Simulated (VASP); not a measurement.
Wanted: the native input for a VASP 6.6.1 run.

* Task: single point
* Functional: PBEsol
* Dispersion: D3(BJ)
* Potentials or basis: VASP PAW PBE potentials, release 64 (W_sv, S)
* Cutoff: 520 eV
* k mesh: 12 × 12 × 12
* Occupations: gaussian, width 0.02 eV
* Spin: no spin polarisation
* Dipole correction: no
* Further INCAR settings: ALGO = Normal; EDIFF = 1e-06; NBANDS = 20

The structure of WS2 lies in POSCAR:

```
WS2
1.0
    1.5183490269      0.8766192194      5.4276874634
   -1.5183490269      0.8766192194      5.4276874634
    0.0000000000     -1.7532384388      5.4276874634
W S
1 2
Direct
    0.0005137387      0.0005137387      0.0005137387
    0.2375074813      0.2375074813      0.2375074813
    0.4306787799      0.4306787799      0.4306787799
```

These files were run (other wordings do the same):

INCAR

```
PREC = Accurate
ENCUT = 520
EDIFF = 1E-6
ISMEAR = 0
SIGMA = 0.02
LREAL = F
LASPH = T
NELM = 100
ALGO = Normal
ISIF = 2
LWAVE = F
LCHARG = F
GGA = PS
IVDW = 12
NBANDS = 20
```

KPOINTS

```
Automatic mesh
0
Gamma
  12 12 12
```

Potentials or basis: VASP PAW PBE potentials, release 64 (W_sv, S).

The run is started by

```bash
$ cat potpaw_PBE.64/W_sv/POTCAR potpaw_PBE.64/S/POTCAR > POTCAR
$ mpirun -np 1 vasp_std > vasp.out
```

It gave:

```json
{
  "Pressure": "15.0 GPa",
  "Largest force": "0.016 eV/Å",
  "Band gap on the k mesh": "0.19 eV (least direct gap 1.54 eV)",
  "Dispersion energy per atom": "-0.478 eV"
}
```

Caveat: the cell stands under pressure; the PAW data sets were made with another functional, which shifts forces and pressure a little; spin-orbit coupling is left out, which moves the levels of the heavy elements.

It took 7.9 min on 1 thread of Intel Xeon 8259CL, with other jobs on the host, peak memory 0.37 GiB.
